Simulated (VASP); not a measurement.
Write the native input for VASP 6.6.1 that does the following.

```
Task                   : single point
Functional             : PBE
Potentials or basis    : VASP PAW PBE potentials, release 64 (Ta_sv_GW, Si, O)
Cutoff                 : 700 eV
k mesh                 : 6 × 6 × 14
Occupations            : gaussian, width 0.1 eV
Spin                   : no spin polarisation
Dipole correction      : no
Further INCAR settings : ALGO = Normal; EDIFF = 1e-06; NBANDS = 33
```

The structure of Ta2SiO3 lies in POSCAR:

```
Ta2SiO3
1.0
    6.5843809812      0.0000000000      0.0000000000
   -3.2921904906      5.7022411979      0.0000000000
    0.0000000000      0.0000000000      2.8787029560
Ta Si O
2 1 3
Direct
    0.3333333333      0.6666666667      0.5000000000
    0.6666666667      0.3333333333      0.5000000000
    0.0000000000      0.0000000000      0.0000000000
    0.5000000000      0.0000000000      0.5000000000
    0.0000000000      0.5000000000      0.5000000000
    0.5000000000      0.5000000000      0.5000000000
```

The input as run:

INCAR

```
SYSTEM = Ta2SiO3
PREC = Accurate
ENCUT = 700
EDIFF = 1E-6
ISMEAR = 0
SIGMA = 0.1
LREAL = .False.
LASPH = .True.
NELM = 120
ALGO = Normal
ISIF = 2
LWAVE = .False.
LCHARG = .False.
GGA = PE
NBANDS = 33
GGA_COMPAT = .False.
```

KPOINTS

```
Automatic mesh
0
Gamma
  6 6 14
  0 0 0
```

Potentials or basis: VASP PAW PBE potentials, release 64 (Ta_sv_GW, Si, O).

The run is started by

```bash
$ cat potpaw_PBE.64/Ta_sv_GW/POTCAR potpaw_PBE.64/Si/POTCAR potpaw_PBE.64/O/POTCAR > POTCAR
$ mpirun -np 1 vasp_std > vasp.out
```

It gave:

- Pressure: 0.0 GPa
- Band gap on the k mesh: zero (bands 24 and 25 overlap by 1.03 eV)

Caveat: spin-orbit coupling is left out, which moves the levels of the heavy elements.

It took 3.4 min on 1 thread of Intel(R) Xeon(R) 6975P-C (Granite Rapids) (shared host), peak memory 0.49 GiB.
